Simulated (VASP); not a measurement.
## Si23H4O48 (a cell with a defect): single point with PBE

The system is Si23H4O48 (a cell with a defect).

```
Si O H
1.0
     9.83160    0.00000    0.00000
    -4.91580    8.51441    0.00000
     0.00000    0.00000   10.81820
Si O H
23 48 4
Direct
  0.26684 0.00098 0.16347
  0.00285 0.27037 0.33570
  0.23061 0.23541 0.00010
  0.26535 0.99775 0.66365
  0.99321 0.26636 0.83503
  0.23231 0.22851 0.50175
  0.26828 0.50274 0.16721
  0.99978 0.76761 0.33315
  0.23386 0.73303 0.99665
  0.99892 0.76669 0.83271
  0.23443 0.73561 0.49762
  0.76924 0.00430 0.16724
  0.49845 0.26709 0.33264
  0.72664 0.23202 0.00030
  0.76572 0.00123 0.66690
  0.49457 0.26577 0.83203
  0.73277 0.23381 0.49924
  0.76517 0.50083 0.16730
  0.50119 0.77037 0.33205
  0.73508 0.73690 0.00121
  0.76319 0.49956 0.66634
  0.50465 0.76921 0.83163
  0.73275 0.73549 0.49969
  0.06877 0.20662 0.44624
  0.29612 0.36583 0.10991
  0.14021 0.43474 0.27866
  0.20246 0.06990 0.05539
  0.36238 0.29444 0.39136
  0.43070 0.13842 0.22135
  0.06543 0.20987 0.94571
  0.30388 0.35177 0.61665
  0.13567 0.42902 0.77808
  0.19971 0.05743 0.54993
  0.35846 0.29582 0.88797
  0.42848 0.13645 0.72173
  0.06790 0.70632 0.44383
  0.29912 0.86841 0.10315
  0.13683 0.93004 0.27352
  0.20408 0.56985 0.05801
  0.36398 0.79940 0.38658
  0.43429 0.64068 0.22152
  0.06775 0.70498 0.94236
  0.29936 0.86433 0.60902
  0.13503 0.93004 0.77389
  0.20585 0.56995 0.55544
  0.35939 0.78706 0.88338
  0.45745 0.64843 0.71430
  0.56833 0.20467 0.44119
  0.79072 0.36288 0.10970
  0.63447 0.43318 0.27686
  0.70322 0.06912 0.05732
  0.86583 0.29920 0.39139
  0.93374 0.14158 0.22412
  0.56175 0.20462 0.94369
  0.79140 0.36227 0.61097
  0.63035 0.43231 0.77517
  0.70537 0.06909 0.55548
  0.85400 0.29271 0.88822
  0.93076 0.13663 0.72449
  0.56846 0.70787 0.44230
  0.79902 0.86851 0.11014
  0.63944 0.93563 0.27729
  0.70548 0.57144 0.05743
  0.86379 0.79712 0.38999
  0.93059 0.63562 0.22438
  0.56975 0.70901 0.94538
  0.79447 0.86456 0.61073
  0.63681 0.93933 0.77827
  0.70413 0.56993 0.55610
  0.86338 0.79661 0.88968
  0.92852 0.63351 0.72462
  0.45230 0.54777 0.72534
  0.22975 0.35611 0.67555
  0.28817 0.58270 0.58957
  0.11633 0.47967 0.70696
```

```yaml
Program: VASP 6.6.1
Task: single point
Functional: PBE
Potentials_or_basis: VASP PAW PBE potentials, release 64 (Si, O, H)
Cutoff: 520 eV
k_mesh: 1 × 1 × 1
Occupations: gaussian, width 0.02 eV
Spin: no spin polarisation
```

```
Pressure               : 3.2 GPa
Largest force          : 11.424 eV/Å
Band gap on the k mesh : 5.74 eV
```

Forces on the atoms (eV/Å):
```
Si   0.017  0.000 -0.019
Si  -0.008 -0.014 -0.011
Si  -0.006 -0.001 -0.018
Si  -0.014  0.045  0.043
Si   0.008 -0.031  0.021
Si   0.015  0.014  0.002
Si   0.021 -0.001 -0.034
Si  -0.045  0.023 -0.031
Si   0.025 -0.003 -0.036
Si  -0.021  0.009  0.019
Si  -0.256  0.225 -0.171
Si   0.015 -0.008 -0.024
Si  -0.008  0.015 -0.001
Si  -0.010 -0.017 -0.003
Si  -0.016 -0.048  0.027
Si  -0.013  0.029  0.004
Si  -0.008 -0.024  0.013
Si  -0.002 -0.003 -0.017
Si   0.081  0.003 -0.013
Si  -0.057 -0.015 -0.025
Si  -0.028 -0.001  0.010
Si   0.020 -0.136 -0.157
Si  -0.038 -0.022  0.042
O   -0.006  0.019 -0.007
O   -0.015  0.000  0.002
O    0.004  0.002  0.019
O    0.014  0.003  0.012
O   -0.007 -0.013  0.000
O   -0.010  0.004  0.008
O   -0.004  0.013 -0.008
O   -0.001 -0.029 -0.062
O    0.007  0.017 -0.037
O    0.016 -0.017 -0.002
O    0.000 -0.016  0.012
O   -0.016 -0.017 -0.014
O    0.073 -0.018  0.040
O   -0.014 -0.001  0.010
O    0.014 -0.014  0.004
O    0.006  0.000  0.016
O   -0.041 -0.067  0.076
O   -0.017  0.009  0.015
O   -0.004  0.007 -0.008
O    0.027 -0.113 -0.049
O    0.022 -0.002 -0.022
O   -9.970 -1.237 -4.922
O   -0.047  0.005  0.044
O   -0.014  0.178  0.145
O    0.000  0.007 -0.006
O   -0.009 -0.003 -0.001
O    0.011 -0.003  0.000
O    0.011  0.007  0.009
O    0.008 -0.002  0.007
O   -0.007  0.016  0.011
O    0.001  0.006 -0.002
O    0.005 -0.003 -0.013
O    0.022 -0.012 -0.008
O    0.002  0.020 -0.009
O    0.007 -0.007  0.005
O    0.002  0.026  0.004
O   -0.021  0.020 -0.036
O   -0.003  0.009  0.008
O   -0.007 -0.010  0.005
O    0.022 -0.002  0.017
O    0.017 -0.009  0.001
O    0.001  0.013  0.020
O    0.037  0.022  0.062
O    0.003  0.000 -0.022
O    0.019  0.057 -0.006
O    0.026  0.004 -0.002
O    0.017 -0.008  0.003
O    0.011  0.003 -0.002
H   -0.019 -0.056 -0.047
H   -0.027  0.051  0.073
H   10.211  1.102  5.003
H   -0.029  0.001  0.031
```

Stress tensor (GPa, compression positive):
```
 3.81  0.24  0.63
 0.24  3.06 -0.09
 0.63 -0.09  2.83
```

Levels at points of the mesh, in eV from the valence-band top:
```
           k point  band 190  band 191  band 192  band 193  band 194  band 195
(0.00, 0.00, 0.00)     -0.14     -0.12      0.00      5.74      7.67      7.74
```

Run time: 7.4 min on 1 thread of AMD EPYC 7R13 Processor (Zen 3), with other jobs on the host, peak memory 0.92 GiB.

Caveat: the k points lie up to 0.74 Å⁻¹ apart.
